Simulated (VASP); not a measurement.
Here is a VASP 6.6.1 calculation.

INCAR

```
SYSTEM = ZnCd2Se3
PREC = Accurate
ENCUT = 520
EDIFF = 1E-6
ISMEAR = 0
SIGMA = 0.02
LREAL = .FALSE.
LASPH = .TRUE.
NELM = 80
ALGO = Normal
ISIF = 2
LWAVE = .FALSE.
LCHARG = .TRUE.
GGA = CA
LELF = .TRUE.
LVHAR = .TRUE.
NBANDS = 36
```

File KPOINTS:

```
Automatic mesh
0
G
  12 12 4
  0 0 0
```

Contents of POSCAR:

```
ZnCd2Se3
1.0
    4.2647078036      0.0000000000      0.0000000000
   -2.1323539018      3.6933452976      0.0000000000
    0.0000000000      0.0000000000     10.5205653365
Zn Cd Se
1 2 3
Direct
    0.6666666667      0.3333333333      0.6674029004
    0.0000000000      0.0000000000      0.9907317194
    0.3333333333      0.6666666667      0.3386085783
    0.0000000000      0.0000000000      0.7363559554
    0.6666666667      0.3333333333      0.4317986594
    0.3333333333      0.6666666667      0.0851021871
```

Potentials or basis: VASP PAW LDA potentials, release 64 (Zn, Cd, Se).

The run is started by

```console
$ cat potpaw_LDA.64/Zn/POTCAR potpaw_LDA.64/Cd/POTCAR potpaw_LDA.64/Se/POTCAR > POTCAR
$ mpirun -np 1 vasp_std > vasp.out
```

Predict the largest force.

0.076 eV/Å.

What does it give for the pressure?

-4.2 GPa.

What does it give for the band gap on the k mesh?

0.31 eV, direct.

Stress tensor (GPa, compression positive):
```
-4.18  0.00  0.00
 0.00 -4.18  0.00
 0.00  0.00 -4.33
```
